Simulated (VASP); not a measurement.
ZrB2: single point with PBE

The system is ZrB2.

```
Zr B
1.0
     3.20026    0.00000    0.00000
    -1.60013    2.77151    0.00000
     0.00000    0.00000    3.58253
Zr B
1 2
Direct
  0.00000 0.00000 0.00000
  0.33333 0.66667 0.50000
  0.66667 0.33333 0.50000
```

This cell differs from its parent crystal: volume scaled by 1.03, then relaxed in part.

```json
{"Program": "VASP 6.6.1", "Task": "single point", "Functional": "PBE", "Potentials or basis": "VASP PAW PBE potentials, release 64 (Zr_sv, B)", "Cutoff": "520 eV", "k mesh": "15 × 15 × 12", "Occupations": "gaussian, width 0.1 eV", "Spin": "no spin polarisation", "Dipole correction": "no", "Further INCAR settings": "ALGO = Normal; EDIFF = 1e-06; NBANDS = 16"}
```

```yaml
Pressure: -6.5 GPa
Band_gap_on_the_k_mesh: zero (band 9 reaches 10.94 eV, above the bottom of band 10 at 9.94 eV)
```

Levels at points of the mesh, in eV from the Fermi level:
```
           k point  band 7  band 8  band 9  band 10  band 11  band 12
(0.00, 0.00, 0.00)   -2.53   -2.52   -2.39     3.26     3.26     3.98
(0.00, 0.00, 0.50)   -0.93   -0.93    0.36     0.36     0.76     0.76
```

It took 33 s on 1 thread of AMD EPYC 9R45 96-Core Processor (Zen 5), with other jobs on the host, peak memory 0.19 GiB.
